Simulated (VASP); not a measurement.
# BN (P-4m2) in VASP: notebook

BN is run at these levels: r2SCAN; tasks: single point.

Program: VASP 6.6.1. These are calculated values, not measurements. Logs are shortened: lines on timing, memory, paths and dates and some standing lists are left out, and cuts for length are marked.

### 1 The cell of the first run

The structure is tetragonal, space group P-4m2 (No. 115). Conventional cell: a = 2.564 Å, b = 2.564 Å, c = 3.626 Å, α = 90.00°, β = 90.00°, γ = 90.00°. Within 2.0 Å of B (site symmetry 2mm) lie 4 N at 1.54 to 1.61 Å. Within 2.1 Å of N (site symmetry -4m2) lie 4 B at 1.61 Å. Within 2.0 Å of N (site symmetry -4m2) lie 4 B at 1.54 Å.

### 2 Single point, r2SCAN (mode 12 (1156.9 1/cm) frozen in, largest displacement -0.060 Å)

File POSCAR:

```
BN
1.0
    0.0000000000     -1.8130010000     -1.8130010000
    0.0000000000      1.8130010000     -1.8130010000
    3.6260020000      0.0000000000      0.0000000000
B N
2 2
Direct
    0.5000000000      0.5000000000      0.5165471503
    0.0000000000      0.0000000000     -0.0165471503
    0.0000000000      0.5000000000      0.2500000000
    0.5000000000      0.0000000000      0.7500000000
```

File INCAR.step1:

```
PREC     = Accurate       # precision mode
ENCUT    = 520            # plane-wave cutoff, eV
ISMEAR   = 0              # smearing method
SIGMA    = 0.05           # smearing width, eV
LREAL    = False          # projectors in reciprocal space
LASPH    = True           # aspherical terms in the spheres
NELM     = 100            # most SCF steps
NBANDS   = 16             # bands
GGA      = PE             # functional
ALGO     = Normal         # electronic algorithm
EDIFF    = 1E-4           # SCF threshold, eV
LWAVE    = True           # write WAVECAR
LCHARG   = False          # write CHGCAR
```

File INCAR.step2:

```
PREC     = Accurate       # precision mode
ENCUT    = 520            # plane-wave cutoff, eV
EDIFF    = 1E-6           # SCF threshold, eV
ISMEAR   = 0              # smearing method
SIGMA    = 0.05           # smearing width, eV
LREAL    = False          # projectors in reciprocal space
LASPH    = True           # aspherical terms in the spheres
NELM     = 100            # most SCF steps
ALGO     = Normal         # electronic algorithm
ISIF     = 2              # what is computed and relaxed
LWAVE    = False          # write WAVECAR
LCHARG   = False          # write CHGCAR
METAGGA  = R2SCAN         # meta-GGA
LMIXTAU  = True         
NBANDS   = 16             # bands
ISTART   = 1
```

File KPOINTS:

```
regular mesh
0
Gamma
  10 10 6
```

Potentials or basis: VASP PAW PBE potentials, release 64 (B, N).

The run is started by

```sh
cat potpaw_PBE.64/B/POTCAR potpaw_PBE.64/N/POTCAR > POTCAR
cp INCAR.step1 INCAR
mpirun -np 1 vasp_std > vasp.out
cp INCAR.step2 INCAR
mpirun -np 1 vasp_std > vasp.out
```

OUTCAR:

```text
PREC = Accurate
   ENCUT = 520
   EDIFF = 1E-6
   ISMEAR = 0
   LREAL = False
   LASPH = True
   NELM = 100
   ISIF = 2
   METAGGA = R2SCAN
   ISTART = 1

 ion  position               nearest neighbor table
   1  0.500  0.500  0.517-   4 1.54   4 1.54   3 1.61   3 1.61
   2  0.000  0.000  0.983-   4 1.54   4 1.54   3 1.61   3 1.61
   3  0.000  0.500  0.250-   1 1.61   2 1.61   2 1.61   1 1.61
   4  0.500  0.000  0.750-   1 1.54   2 1.54   1 1.54   2 1.54

  LATTYP: Found a simple tetragonal cell.
 ALAT       =     2.5639706028
 C/A-ratio  =     1.4142135624

  Lattice vectors:

 A1 = (   0.0000000000,  -1.8130010000,  -1.8130010000)
 A2 = (   0.0000000000,   1.8130010000,  -1.8130010000)
 A3 = (   3.6260020000,   0.0000000000,   0.0000000000)

Analysis of symmetry for initial positions (statically):
=====================================================================
 Subroutine PRICEL returns:
 Original cell was already a primitive cell.

 Routine SETGRP: Setting up the symmetry group for a
 simple tetragonal supercell.

 Subroutine GETGRP returns: Found  8 space group operations
 (whereof  4 operations were pure point group operations)
 out of a pool of 16 trial point group operations.

The static configuration has the point symmetry C_2v.
 The point group associated with its full space group is D_2d.

Analysis of symmetry for dynamics (positions and initial velocities):
=====================================================================
 Subroutine PRICEL returns:
 Original cell was already a primitive cell.

 Routine SETGRP: Setting up the symmetry group for a
 simple tetragonal supercell.

 Subroutine GETGRP returns: Found  8 space group operations
 (whereof  4 operations were pure point group operations)
 out of a pool of 16 trial point group operations.

The dynamic configuration has the point symmetry C_2v.
 The point group associated with its full space group is D_2d.

 Subroutine INISYM returns: Found  8 space group operations
 (whereof  4 operations are pure point group operations),
 and found     1 'primitive' translations

----------------------------------------------------------------------------------------

                                     Primitive cell

  volume of cell :      23.8371

  direct lattice vectors                    reciprocal lattice vectors
     0.000000000 -1.813001000 -1.813001000     0.000000000 -0.275785838 -0.275785838
     0.000000000  1.813001000 -1.813001000     0.000000000  0.275785838 -0.275785838
     3.626002000  0.000000000  0.000000000     0.275785838  0.000000000  0.000000000

  length of vectors
     2.563970603  2.563970603  3.626002000     0.390020072  0.390020072  0.275785838

  position of ions in fractional coordinates (direct lattice)
     0.500000000  0.500000000  0.516547150
     0.000000000  0.000000000  0.983452850
     0.000000000  0.500000000  0.250000000
     0.500000000  0.000000000  0.750000000

  ion indices of the primitive-cell ions
   primitive index   ion index
                 1           1
                 2           2
                 3           3
                 4           4

----------------------------------------------------------------------------------------

 KPOINTS: regular mesh

Automatic generation of k-mesh.
 Grid dimensions read from file:
 generate k-points for:   10   10    6

 Generating k-lattice:

  Cartesian coordinates                     Fractional coordinates (reciprocal lattice)
     0.000000000 -0.027578584 -0.027578584     0.100000000  0.000000000  0.000000000
     0.000000000  0.027578584 -0.027578584     0.000000000  0.100000000  0.000000000
     0.045964306  0.000000000  0.000000000     0.000000000  0.000000000  0.166666667

  Length of vectors
     0.039002007  0.039002007  0.045964306

  Shift w.r.t. Gamma in fractional coordinates (k-lattice)
     0.000000000  0.000000000  0.000000000

 Subroutine IBZKPT returns following result:
 ===========================================

 Found     84 irreducible k-points:

 Following reciprocal coordinates:
            Coordinates               Weight
  0.000000  0.000000  0.000000      1.000000
  0.100000  0.000000  0.000000      4.000000
  0.200000  0.000000  0.000000      4.000000
  0.300000  0.000000  0.000000      4.000000
  0.400000  0.000000  0.000000      4.000000
  0.500000  0.000000  0.000000      2.000000
[... 16 lines left out ...]
  0.100000  0.000000  0.166667      8.000000
  0.200000  0.000000  0.166667      8.000000
 [... further k-points ...]
   k-points           NKPTS =     84   k-points in BZ     NKDIM =     84   number of bands    NBANDS=     16
   number of dos      NEDOS =    301   number of ions     NIONS =      4
   total plane-waves  NPLWV =  11200
   dimension x,y,z NGX =    20 NGY =   20 NGZ =   28
   dimension x,y,z NGXF=    40 NGYF=   40 NGZF=   56
   ions per type =               2   2
   NGX,Y,Z   is equivalent  to a cutoff of  12.97, 12.97, 12.84 a.u.
[... 68 lines left out ...]
  band No.  band energies     occupation
      1     -14.1401      2.00000
      2      -8.3314      2.00000
      3      -2.1338      2.00000
      4       1.8983      2.00000
      5       1.8983      2.00000
      6       7.1527      2.00000
[... 8 lines left out ...]
     15      26.2440      0.00000
     16      26.2440      0.00000

 k-point     2 :       0.1000    0.0000    0.0000
  band No.  band energies     occupation
      1     -13.9749      2.00000
      2      -8.2849      2.00000
      3      -1.9929      2.00000
      4       1.1804      2.00000
      5       2.0357      2.00000
      6       6.4596      2.00000
[... 8 lines left out ...]
     15      25.8152      0.00000
     16      25.9456      0.00000

 k-point     3 :       0.2000    0.0000    0.0000
  band No.  band energies     occupation
      1     -13.4862      2.00000
      2      -8.2267      2.00000
      3      -1.5838      2.00000
      4      -0.2533      2.00000
      5       2.4330      2.00000
      6       4.6889      2.00000
[... 8 lines left out ...]
     15      24.6897      0.00000
     16      25.2195      0.00000

 k-point     4 :       0.3000    0.0000    0.0000
  band No.  band energies     occupation
      1     -12.7001      2.00000
      2      -8.4154      2.00000
      3      -1.4839      2.00000
      4      -0.7914      2.00000
      5       2.7068      2.00000
      6       3.0393      2.00000
[... 8 lines left out ...]
     15      23.2111      0.00000
     16      24.4402      0.00000

 k-point     5 :       0.4000    0.0000    0.0000
  band No.  band energies     occupation
      1     -11.6879      2.00000
      2      -9.1060      2.00000
      3      -1.6624      2.00000
      4       0.0775      2.00000
      5       0.9663      2.00000
      6       2.7629      2.00000
[... 8 lines left out ...]
     15      22.4373      0.00000
     16      23.5594      0.00000

 k-point     6 :       0.5000    0.0000    0.0000
  band No.  band energies     occupation
      1     -10.8853      2.00000
      2      -9.8420      2.00000
      3      -1.2985      2.00000
      4      -0.1572      2.00000
      5       1.1835      2.00000
      6       1.5849      2.00000
[... 8 lines left out ...]
     15      22.3311      0.00000
     16      22.6568      0.00000
[... 267 lines left out ...]
 k-point    21 :       0.5000    0.5000    0.0000
  band No.  band energies     occupation
      1      -9.0679      2.00000
      2      -7.7771      2.00000
      3      -2.2543      2.00000
      4      -2.2543      2.00000
      5       1.7254      2.00000
      6       2.1865      2.00000
[... 8 lines left out ...]
     15      26.3080      0.00000
     16      26.7349      0.00000

 k-point    22 :       0.0000    0.0000    0.1667
  band No.  band energies     occupation
      1     -13.9190      2.00000
      2      -9.0816      2.00000
      3      -1.1960      2.00000
      4       2.1051      2.00000
      5       2.1051      2.00000
      6       6.5202      2.00000
[... 8 lines left out ...]
     15      25.5230      0.00000
     16      25.5230      0.00000

 k-point    23 :       0.1000    0.0000    0.1667
  band No.  band energies     occupation
      1     -13.7556      2.00000
      2      -8.9974      2.00000
      3      -1.2013      2.00000
      4       1.5036      2.00000
      5       2.2371      2.00000
      6       5.3483      2.00000
[... 8 lines left out ...]
     15      25.0932      0.00000
     16      25.0969      0.00000

 k-point    24 :       0.2000    0.0000    0.1667
  band No.  band energies     occupation
      1     -13.2733      2.00000
      2      -8.8065      2.00000
      3      -1.5370      2.00000
      4       0.6702      2.00000
      5       2.6169      2.00000
      6       3.4785      2.00000
[... 8 lines left out ...]
     15      23.9825      0.00000
     16      24.1093      0.00000

 [... further k-points ...]

------------------------ aborting loop because EDIFF is reached ----------------------------------------

  FORCE on cell =-STRESS in cart. coord.  units (eV):
  Direction    XX          YY          ZZ          XY          YZ          ZX
  --------------------------------------------------------------------------------------
  -------------------------------------------------------------------------------------
  Total       -0.7386826     -0.2699182     -0.2699182      0.0000000     -0.0000000      0.0000000
  in kB      -49.6494395    -18.1421480    -18.1421480      0.0000000     -0.0000000      0.0000000
  external PRESSURE =     -28.6445785 kB  Pullay stress =       0.0000000 kB

 VOLUME and BASIS-vectors are now :
 -----------------------------------------------------------------------------
  energy-cutoff  :      520.00
  volume of cell :       23.84
      direct lattice vectors                 reciprocal lattice vectors
     0.000000000 -1.813001000 -1.813001000     0.000000000 -0.275785838 -0.275785838
     0.000000000  1.813001000 -1.813001000     0.000000000  0.275785838 -0.275785838
     3.626002000  0.000000000  0.000000000     0.275785838  0.000000000  0.000000000

 POSITION                                       TOTAL-FORCE (eV/Angst)
 -----------------------------------------------------------------------------------
      1.87300      0.00000     -1.81300        -3.181041     -0.000000      0.000000
      3.56600      0.00000      0.00000         3.181041     -0.000000      0.000000
      0.90650      0.90650     -0.90650         0.000000      0.000000     -0.000000
      2.71950     -0.90650     -0.90650         0.000000      0.000000      0.000000
 -----------------------------------------------------------------------------------
    total drift:                               -0.000000      0.000000     -0.000000

  FREE ENERGIE OF THE ION-ELECTRON SYSTEM (eV)
  ---------------------------------------------------
  free  energy   TOTEN  =       -38.1495208185 eV

  energy  without entropy=      -38.1495208185  energy(sigma->0) =      -38.14952082
```

It took 36 s on 1 thread of Intel Xeon 6975P-C (Granite Rapids), shared host; peak memory 0.14 GiB.

What came out:

| Property | Result |
| --- | --- |
| Free energy | -38.1495 eV |
| Pressure | -2.9 GPa |
| Largest force | 3.181 eV/Å |
| Band gap on the k mesh | 3.80 eV |

Forces on the atoms (eV/Å):
```
B   -3.181  0.000  0.000
B    3.181  0.000  0.000
N    0.000  0.000  0.000
N    0.000  0.000  0.000
```

Stress tensor (GPa, compression positive):
```
-4.96  0.00  0.00
 0.00 -1.81  0.00
 0.00  0.00 -1.81
```

Caveat: the cell differs from its parent crystal (mode 12 (1156.9 1/cm) frozen in, largest displacement -0.060 Å); the PAW data sets were made with another functional, which shifts forces and pressure a little. A k mesh can miss the band edges.

### 3 Single point, r2SCAN (mode 12 (1156.9 1/cm) frozen in, largest displacement +0.030 Å)

Changes to POSCAR since step 2:

```diff
@@ -8,4 +8,4 @@
 Direct
-    0.5000000000      0.5000000000      0.5165471503
-    0.0000000000      0.0000000000     -0.0165471503
+    0.5000000000      0.5000000000      0.4917264249
+    0.0000000000      0.0000000000      0.0082735751
     0.0000000000      0.5000000000      0.2500000000
```

File INCAR.step1:

```
  ALGO = Normal
  EDIFF = 1E-4
  ENCUT = 520
  GGA = PE
  ISMEAR = 0
  LASPH = T
  LCHARG = F
  LREAL = F
  LWAVE = T
  NBANDS = 16
  NELM = 80
  PREC = Accurate
  SIGMA = 0.05
```

File INCAR.step2:

```
  ALGO = Normal
  EDIFF = 1E-6
  ENCUT = 520
  ISIF = 2
  ISMEAR = 0
  ISTART = 1
  LASPH = T
  LCHARG = F
  LMIXTAU = T
  LREAL = F
  LWAVE = F
  METAGGA = R2SCAN
  NBANDS = 16
  NELM = 80
  PREC = Accurate
  SIGMA = 0.05
```

File KPOINTS:

```
k-points
0
Gamma
  10 10 6
```

Potentials or basis: VASP PAW PBE potentials, release 64 (B, N).

The run is started by

```sh
cat potpaw_PBE.64/B/POTCAR potpaw_PBE.64/N/POTCAR > POTCAR
cp INCAR.step1 INCAR
mpirun -np 1 vasp_std > vasp.out
cp INCAR.step2 INCAR
mpirun -np 1 vasp_std > vasp.out
```

It took 44 s on 1 thread of Intel Xeon 6975P-C (Granite Rapids), shared host; peak memory 0.14 GiB.

Results (log left out):

```yaml
Free_energy: -38.2930 eV
Pressure: -3.8 GPa
Largest_force: 1.597 eV/Å
Band_gap_on_the_k_mesh: 4.41 eV
```

Forces on the atoms (eV/Å):
```
B    1.597  0.000  0.000
B   -1.597  0.000  0.000
N    0.000  0.000  0.000
N    0.000  0.000  0.000
```

Stress tensor (GPa, compression positive):
```
-4.31  0.00  0.00
 0.00 -3.52  0.00
 0.00  0.00 -3.52
```

Levels at points of the mesh, in eV from the valence-band top:
```
           k point  band 6  band 7  band 8  band 9  band 10  band 11
(0.00, 0.00, 0.00)   -0.03    0.00    0.00    4.92     9.26     9.45
(0.50, 0.00, 0.00)   -5.70   -2.60   -1.78   10.16    10.49    12.62
(0.50, 0.50, 0.00)   -5.05   -5.05   -4.90    4.41     5.45     9.71
(0.00, 0.00, 0.50)   -3.57   -2.70   -2.70    7.20     7.46    12.10
(0.50, 0.00, 0.50)   -2.05   -1.99   -1.61   10.56    10.63    11.05
(0.50, 0.50, 0.50)   -7.05   -6.69   -6.62    9.90    10.62    13.75
```

Caveat: the cell differs from its parent crystal (mode 12 (1156.9 1/cm) frozen in, largest displacement +0.030 Å); the PAW data sets were made with another functional, which shifts forces and pressure a little. A k mesh can miss the band edges.

### 4 Single point, r2SCAN (mode 12 (1156.9 1/cm) frozen in, largest displacement +0.045 Å)

Changes to POSCAR since step 3:

```diff
@@ -8,4 +8,4 @@
 Direct
-    0.5000000000      0.5000000000      0.4917264249
-    0.0000000000      0.0000000000      0.0082735751
+    0.5000000000      0.5000000000      0.4875896373
+    0.0000000000      0.0000000000      0.0124103627
     0.0000000000      0.5000000000      0.2500000000
```

File INCAR.step1:

```
SYSTEM = BN
ALGO = Normal
EDIFF = 1E-4
ENCUT = 520
GGA = PE
ISMEAR = 0
LASPH = .TRUE.
LCHARG = .FALSE.
LREAL = .FALSE.
LWAVE = .TRUE.
NBANDS = 16
NELM = 60
PREC = Accurate
SIGMA = 0.05
```

File INCAR.step2:

```
SYSTEM = BN
ALGO = Normal
EDIFF = 1E-6
ENCUT = 520
ISIF = 2
ISMEAR = 0
ISTART = 1
LASPH = .TRUE.
LCHARG = .FALSE.
LMIXTAU = .TRUE.
LREAL = .FALSE.
LWAVE = .FALSE.
METAGGA = R2SCAN
NBANDS = 16
NELM = 60
PREC = Accurate
SIGMA = 0.05
```

File KPOINTS:

```
k-points
0
G
  10 10 6
  0 0 0
```

The run is started by

```sh
cat potpaw_PBE.64/B/POTCAR potpaw_PBE.64/N/POTCAR > POTCAR
cp INCAR.step1 INCAR
mpirun -np 1 vasp_std > vasp.out
cp INCAR.step2 INCAR
mpirun -np 1 vasp_std > vasp.out
```

Wall time 40 s (1 thread of Intel Xeon 6975P-C (Granite Rapids), shared host); peak memory 0.14 GiB.

Results (log left out):

| Item | Value |
| --- | --- |
| Free energy | -38.2331 eV |
| Pressure | -3.4 GPa |
| Largest force | 2.392 eV/Å |
| Band gap on the k mesh | 4.11 eV |

Forces on the atoms (eV/Å):
```
B    2.392  0.000  0.000
B   -2.392  0.000  0.000
N    0.000  0.000  0.000
N    0.000  0.000  0.000
```

Stress tensor (GPa, compression positive):
```
-4.60  0.00  0.00
 0.00 -2.82  0.00
 0.00  0.00 -2.82
```

Levels at points of the mesh, in eV from the valence-band top:
| k point | band 5 | band 6 | band 7 | band 8 | band 9 | band 10 | band 11 | band 12 |
| --- | --- | --- | --- | --- | --- | --- | --- | --- |
| (0.00, 0.00, 0.00) | -5.22 | -0.06 | 0.00 | 0.00 | 4.86 | 9.09 | 9.41 | 9.41 |
| (0.50, 0.00, 0.00) | -5.98 | -5.67 | -2.85 | -1.62 | 10.02 | 10.50 | 12.42 | 13.19 |
| (0.50, 0.50, 0.00) | -5.39 | -5.06 | -5.06 | -4.84 | 4.11 | 5.67 | 9.66 | 9.66 |
| (0.00, 0.00, 0.50) | -3.83 | -3.83 | -2.53 | -2.53 | 7.07 | 7.47 | 12.05 | 12.21 |
| (0.50, 0.00, 0.50) | -2.72 | -2.09 | -2.01 | -1.44 | 10.48 | 10.56 | 10.84 | 11.04 |
| (0.50, 0.50, 0.50) | -6.97 | -6.97 | -6.75 | -6.65 | 9.68 | 10.77 | 13.54 | 14.65 |

Caveat: the cell differs from its parent crystal (mode 12 (1156.9 1/cm) frozen in, largest displacement +0.045 Å); the PAW data sets were made with another functional, which shifts forces and pressure a little. A k mesh can miss the band edges.

### 5 Single point, r2SCAN (mode 12 (1156.9 1/cm) frozen in, largest displacement +0.015 Å)

Changes to POSCAR since step 4:

```diff
@@ -8,4 +8,4 @@
 Direct
-    0.5000000000      0.5000000000      0.4875896373
-    0.0000000000      0.0000000000      0.0124103627
+    0.5000000000      0.5000000000      0.4958632124
+    0.0000000000      0.0000000000      0.0041367876
     0.0000000000      0.5000000000      0.2500000000
```

File INCAR.step1:

```
PREC = Accurate
ENCUT = 520
ISMEAR = 0
SIGMA = 0.05
LREAL = F
LASPH = T
NELM = 60
NBANDS = 16
GGA = PE
ALGO = Normal
EDIFF = 1E-4
LWAVE = T
LCHARG = F
```

File INCAR.step2:

```
PREC = Accurate
ENCUT = 520
EDIFF = 1E-7
ISMEAR = 0
SIGMA = 0.05
LREAL = F
LASPH = T
NELM = 60
ALGO = Normal
ISIF = 2
LWAVE = F
LCHARG = T
METAGGA = R2SCAN
LMIXTAU = T
LELF = T
LVHAR = T
NBANDS = 16
ISTART = 1
```

File KPOINTS:

```
Automatic mesh
0
Gamma
  10 10 6
```

The run is started by

```sh
cat potpaw_PBE.64/B/POTCAR potpaw_PBE.64/N/POTCAR > POTCAR
cp INCAR.step1 INCAR
mpirun -np 1 vasp_std > vasp.out
cp INCAR.step2 INCAR
mpirun -np 1 vasp_std > vasp.out
```

It took 72 s on 1 thread of Intel Xeon 6975P-C (Granite Rapids), shared host; peak memory 0.15 GiB.

The run converged. Its results:

```yaml
Free_energy: -38.3289 eV
Pressure: -4.0 GPa
Largest_force: 0.800 eV/Å
Band_gap_on_the_k_mesh: 4.70 eV
```

Forces on the atoms (eV/Å):
```
B    0.800  0.000  0.000
B   -0.800  0.000  0.000
N    0.000  0.000  0.000
N    0.000  0.000  0.000
```

Stress tensor (GPa, compression positive):
```
-4.15  0.00  0.00
 0.00 -3.95  0.00
 0.00  0.00 -3.95
```

Levels at points of the mesh, in eV from the valence-band top:
```
           k point  band 4  band 5  band 6  band 7  band 8  band 9  band 10  band 11  band 12  band 13
(0.00, 0.00, 0.00)   -5.07   -5.07   -0.01    0.00    0.00    4.95     9.41     9.47     9.47     9.82
(0.50, 0.00, 0.00)   -7.71   -5.83   -5.73   -2.36   -1.96   10.29    10.45    12.81    13.13    13.54
(0.50, 0.50, 0.00)   -9.27   -5.15   -5.05   -5.05   -4.97    4.70     5.22     9.75     9.75    18.98
(0.00, 0.00, 0.50)   -4.19   -3.32   -3.32   -2.89   -2.89    7.30     7.43    12.14    12.20    14.18
(0.50, 0.00, 0.50)  -10.89   -2.22   -2.02   -1.99   -1.79   10.63    10.67    11.24    11.29    11.53
(0.50, 0.50, 0.50)   -7.97   -7.12   -7.12   -6.64   -6.61   10.10    10.46    13.95    14.32    15.23
```

Caveat: the cell differs from its parent crystal (mode 12 (1156.9 1/cm) frozen in, largest displacement +0.015 Å); the PAW data sets were made with another functional, which shifts forces and pressure a little. A k mesh can miss the band edges.
